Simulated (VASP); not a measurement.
TaAl4, 5 atoms in the cell. Symmetry: Im-3m, No. 229, cubic system. The conventional cell has a = 5.451 Å, b = 5.451 Å, c = 5.451 Å, α = 90.00°, β = 90.00°, γ = 90.00°. Ta (site symmetry m-3m) has 8 Al at 2.36 Å within 3.1 Å. Al (site symmetry -3m) has 2 Ta at 2.36 Å and 6 Al at 2.73 Å within 3.1 Å. 

| Item | Value |
| --- | --- |
| Program | VASP 6.6.1 |
| Task | single point |
| Functional | PBE |
| Potentials or basis | VASP PAW PBE potentials, release 64 (Ta_pv, Al) |
| Cutoff | 520 eV |
| k mesh | 4 × 4 × 4 |
| Occupations | gaussian, width 0.1 eV |
| Spin | no spin polarisation |
| Dipole correction | no |
| Further INCAR settings | ALGO = Normal; EDIFF = 1e-06; NBANDS = 20 |

Potentials or basis: VASP PAW PBE potentials, release 64 (Ta_pv, Al).

Launch:

```sh
$ cat potpaw_PBE.64/Ta_pv/POTCAR potpaw_PBE.64/Al/POTCAR > POTCAR
$ mpirun -np 1 vasp_std > vasp.out
```

Hardware: 1 thread of AMD EPYC 9R45 (Zen 5), with other jobs on the host.

Task: Estimate the wall time of this run.

Result: Wall time 6.7 s on 1 thread of AMD EPYC 9R45 (Zen 5), on a shared host, peak memory 0.17 GiB. Counts: scf iterations 13, k points 8.
